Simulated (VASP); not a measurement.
Here is a VASP 6.6.1 calculation.

The input INCAR:

```
SYSTEM = NaF
PREC     = Accurate       ! precision mode
ENCUT    = 520            ! plane-wave cutoff, eV
EDIFF    = 1E-6           ! SCF threshold, eV
ISMEAR   = 0              ! smearing method
SIGMA    = 0.1            ! smearing width, eV
LREAL    = .False.        ! projectors in reciprocal space
LASPH    = .True.         ! aspherical terms in the spheres
NELM     = 120            ! most SCF steps
ALGO     = Normal         ! electronic algorithm
ISIF     = 2              ! what is computed and relaxed
LWAVE    = .False.        ! write WAVECAR
LCHARG   = .True.         ! write CHGCAR
LDIPOL   = .True.       
IDIPOL   = 3            
DIPOL    = 0.5 0.5 0.500
GGA      = PE             ! functional
LELF     = .True.         ! ELF
LVHAR    = .True.       
LVACPOTAV= .True.       
EFIELD   = -0.1         
NBANDS   = 30             ! bands
GGA_COMPAT= .False.      
NELMDL   = -8
```

The input KPOINTS:

```
regular mesh
0
Gamma
  5 5 1
  0 0 0
```

File POSCAR:

```
NaF
1.0
    3.2809754647      0.0000000000      0.0000000000
    1.6404877324      2.8414081016      0.0000000000
    0.0000000000      0.0000000000     18.6972631226
Na F
3 3
Direct
    0.0000000000      0.0000000000      0.3209025813
    0.6666666667      0.6666666667      0.4641805163
    0.3333333333      0.3333333333      0.6074584512
    0.3333333333      0.3333333333      0.3925415488
    0.0000000000      0.0000000000      0.5358194837
    0.6666666667      0.6666666667      0.6790974187
```

Potentials or basis: VASP PAW PBE potentials, release 64 (Na_pv, F).

The run is started by

```console
$ cat potpaw_PBE.64/Na_pv/POTCAR potpaw_PBE.64/F/POTCAR > POTCAR
$ mpirun -np 1 vasp_std > vasp.out
```

(1) What does it give for the band gap on the k mesh?

(2) Estimate the largest force.

## Answers

(1) zero (bands 21 and 22 overlap by 0.06 eV).

(2) 1.225 eV/Å.

Caveat: the k points lie up to 0.44 Å⁻¹ apart.
